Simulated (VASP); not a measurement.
A run of VASP 6.6.1 is set up as follows.

Contents of INCAR:

```
ALGO = Normal ; EDIFF = 1E-6
ENCUT = 820 ; GGA = PE
GGA_COMPAT = False ; ISIF = 2
ISMEAR = -1 ; LASPH = True
LCHARG = True ; LELF = True
LREAL = False ; LVHAR = True
LWAVE = False ; NBANDS = 42
NELM = 120 ; PREC = Accurate
SIGMA = 0.05
```

The input KPOINTS:

```
k-points
0
Gamma
  9 9 9
```

File POSCAR:

```
Cu3O2
1.0
   -1.8685134296      1.8685134296      3.6033565897
    1.8685134296     -1.8685134296      3.6033565897
    1.8685134296      1.8685134296     -3.6033565897
Cu O
3 2
Direct
    0.0000000000      0.0000000000      0.0000000000
    0.7500000000      0.2500000000      0.5000000000
    0.2500000000      0.7500000000      0.5000000000
    0.5000000000      0.0000000000      0.5000000000
    0.0000000000      0.5000000000      0.5000000000
```

Potentials or basis: VASP PAW PBE potentials, release 64 (Cu_sv_GW, O).

The run is started by

```console
$ cat potpaw_PBE.64/Cu_sv_GW/POTCAR potpaw_PBE.64/O/POTCAR > POTCAR
$ mpirun -np 1 vasp_std > vasp.out
```

What does it give for the pressure?

28.8 GPa.

Estimate the band gap on the k mesh.

zero (an odd number of electrons rules out a gap without spin polarisation).

Stress tensor (GPa, compression positive):
```
28.73  0.00  0.00
 0.00 28.73  0.00
 0.00  0.00 28.97
```

Caveat: the cell stands under pressure. With open d or f shells a metallic result of PBE can be an artefact of self-interaction; +U or a hybrid may open a gap.
